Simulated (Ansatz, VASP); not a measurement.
# Two plane-wave programs on ZnReH

The input INCAR:

```
PREC     = Accurate       # precision mode
ENCUT    = 520            # plane-wave cutoff, eV
EDIFF    = 1E-6           # SCF threshold, eV
ISMEAR   = 0              # smearing method
SIGMA    = 0.1            # smearing width, eV
LREAL    = F              # projectors in reciprocal space
LASPH    = T              # aspherical terms in the spheres
NELM     = 150            # most SCF steps
ALGO     = Normal         # electronic algorithm
ISIF     = 2              # what is computed and relaxed
LWAVE    = F              # write WAVECAR
LCHARG   = T              # write CHGCAR
ISPIN    = 2              # spin polarisation
MAGMOM   = 0 1 0          # initial moments
LORBIT   = 11             # projections on sites
LMAXMIX  = 4              # l up to which the mixer works
GGA      = PE             # functional
LELF     = T              # ELF
LVHAR    = T            
NBANDS   = 21             # bands
```

KPOINTS

```
Automatic mesh
0
Gamma
  6 6 4
```

File POSCAR:

```
ZnReH
1.0
    2.7284108213      0.0000000000      0.0000000000
    0.0000000000      2.7284108213      0.0000000000
    0.0000000000      0.0000000000      5.1448436161
Zn Re H
1 1 1
Direct
    0.0000000000      0.0000000000      0.5000000000
    0.0000000000      0.0000000000      0.0000000000
    0.5000000000      0.5000000000      0.0000000000
```

Input for Ansatz:

```yaml
crystal:
  lattice:
    - [2.7284108213, 0.0, 0.0]
    - [0.0, 2.7284108213, 0.0]
    - [0.0, 0.0, 5.1448436161]
  atoms:
    - { symbol: Zn, position: [0.0, 0.0, 0.5] }
    - { symbol: Re, position: [0.0, 0.0, 0.0], spin: 1.0 }
    - { symbol: H, position: [0.5, 0.5, 0.0] }
basis:
  ecutwfc: 420
kpoints:
  mp_grid: { grid: [6, 6, 4] }
hamiltonian:
  xc: pbe
scf:
  occupations: { method: gaussian, width: 0.1 }
  lower_state_search: "off"
output:
  forces: true
  stress: true
  eigenvalues: true
  populations: true
magnetization:
  spin_polarized: true
```

Alike in both runs: task single point; functional PBE; k mesh 6 × 6 × 4; occupations gaussian, width 0.1 eV; collinear spin.

|  | VASP | Ansatz |
| --- | --- | --- |
| version | VASP 6.6.1 | Ansatz 0.2.0 |
| potentials or method | VASP PAW PBE potentials, release 64 (Zn, Re, H), cutoff 520 eV | scalar-relativistic, plane waves, PAW |
| valence electrons in the cell | 20 | 28 |

|  | VASP | Ansatz | Ansatz less VASP |
| --- | --- | --- | --- |
| gap on the k mesh at the Fermi level (eV) | none | none | - |
| pressure (GPa) | 1.1 | 0.8 | -0.28 |
| traceless stress, the component that is largest in VASP (GPa) | 0.00 | 0.12 | +0.122 |
| net moment per atom (μB) | 0.36 | 0.36 | 0.000 |
| size of the moment on the site where the two differ most (μB) | 1.00 | 0.49 | -0.515 |

Site moments also hang on the region over which each program counts them. A gap of «none» marks a metal or a gap that the smearing closes. VASP's potentials hold 20 valence electrons a cell and Ansatz's 28, so a difference there can come from the potentials and not from the codes.

The k mesh is coarse, so the values compare programs but aren't converged. Spin-orbit coupling is off throughout.
